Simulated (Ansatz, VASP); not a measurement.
**Two plane-wave programs on LiRh2**

File INCAR:

```
  PREC = Accurate
  ENCUT = 520
  EDIFF = 1E-7
  ISMEAR = 0
  SIGMA = 0.1
  LREAL = F
  LASPH = T
  NELM = 150
  ALGO = Normal
  ISIF = 2
  LWAVE = F
  LCHARG = T
  ISPIN = 2
  MAGMOM = 0 1 1
  LORBIT = 11
  LMAXMIX = 4
  GGA = PE
  LELF = T
  LVHAR = T
  NBANDS = 28
```

Contents of KPOINTS:

```
regular mesh
0
Gamma
  6 6 4
```

Contents of POSCAR:

```
LiRh2
1.0
    2.6991055984      0.0000000000      0.0000000000
   -1.3495527992      2.3374940157      0.0000000000
    0.0000000000      0.0000000000      6.6426383741
Li Rh
1 2
Direct
    0.0000000000      0.0000000000      0.5000000000
    0.3333333333      0.6666666667      0.8369800355
    0.6666666667      0.3333333333      0.1630199645
```

Input for Ansatz:

```yaml
crystal:
  lattice:
    - [2.6991055984, 0.0, 0.0]
    - [-1.3495527992, 2.3374940157, 0.0]
    - [0.0, 0.0, 6.6426383741]
  atoms:
    - { symbol: Li, position: [0.0, 0.0, 0.5] }
    - { symbol: Rh, position: [0.3333333333, 0.6666666667, 0.8369800355], spin: 1.0 }
    - { symbol: Rh, position: [0.6666666667, 0.3333333333, 0.1630199645], spin: 1.0 }
basis:
  ecutwfc: 420
kpoints:
  mp_grid: { grid: [6, 6, 4] }
hamiltonian:
  xc: pbe
scf:
  occupations: { method: gaussian, width: 0.1 }
  lower_state_search: "off"
output:
  forces: true
  stress: true
  eigenvalues: true
  populations: true
magnetization:
  spin_polarized: true
```

Alike in both runs: task single point; functional PBE; k mesh 6 × 6 × 4; occupations gaussian, width 0.1 eV; collinear spin.

|  | VASP | Ansatz |
| --- | --- | --- |
| version | VASP 6.6.1 | Ansatz 0.2.0 |
| potentials or method | VASP PAW PBE potentials, release 64 (Li_sv, Rh_pv), cutoff 520 eV | scalar-relativistic, plane waves, PAW |
| valence electrons in the cell | 33 | 37 |

VASP gave:

| Property | Result |
| --- | --- |
| gap on the k mesh at the Fermi level (eV) | none |
| rms of the force components (eV/Å) | 0.003 |
| net moment per atom (μB) | 0.00 |

Task: Estimate Ansatz's values.

Result: gap on the k mesh at the Fermi level (eV): none; rms of the force components (eV/Å): 0.006; net moment per atom (μB): 0.00.

Atom by atom the forces differ by 0.003 eV/Å (rms over components). A gap of «none» marks a metal or a gap that the smearing closes. With one functional, cell and mesh, what is left measures potentials, basis and numerics. VASP's potentials hold 33 valence electrons a cell and Ansatz's 37, so a difference there can come from the potentials and not from the codes. Ansatz's warnings: seeded moment not kept.

The k mesh is coarse, so the values compare programs but aren't converged. Noted on VASP's run: the cutoff is under 1.25 times that of the potentials, so the pressure is a little rough.
